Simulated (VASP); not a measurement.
Input of a VASP 6.6.1 run:

Contents of INCAR:

```
PREC = Accurate
ENCUT = 520
EDIFF = 1E-6
ISMEAR = 0
SIGMA = 0.01
LREAL = False
LASPH = True
NELM = 100
ALGO = Normal
ISIF = 2
LWAVE = False
LCHARG = True
GGA = PE
LELF = True
LVHAR = True
NBANDS = 20
```

The input KPOINTS:

```
regular mesh
0
Gamma
  6 6 6
```

The input POSCAR:

```
NaLiCl2
1.0
    1.8915979397      1.0921145797      6.2476405503
   -1.8915979397      1.0921145797      6.2476405503
    0.0000000000     -2.1842291594      6.2476405503
Li Na Cl
1 1 2
Direct
    1.0000000000      0.0000000000      0.0000000000
    0.5000000000      0.5000000000      0.5000000000
    0.2566860795      0.2566860795      0.2566860795
    0.7433139205      0.7433139205      0.7433139205
```

Potentials or basis: VASP PAW PBE potentials, release 64 (Li_sv, Na_pv, Cl).

Run with:

```console
$ cat potpaw_PBE.64/Li_sv/POTCAR potpaw_PBE.64/Na_pv/POTCAR potpaw_PBE.64/Cl/POTCAR > POTCAR
$ mpirun -np 1 vasp_std > vasp.out
```

Estimate the largest force.

0.068 eV/Å.

Estimate the band gap on the k mesh.

5.60 eV, direct.

Forces in eV/Å, atoms in the order of the input:
```
Li   0.000  0.000  0.000
Na   0.000  0.000  0.000
Cl   0.000  0.000  0.068
Cl   0.000  0.000 -0.068
```

 A k mesh can miss the band edges.
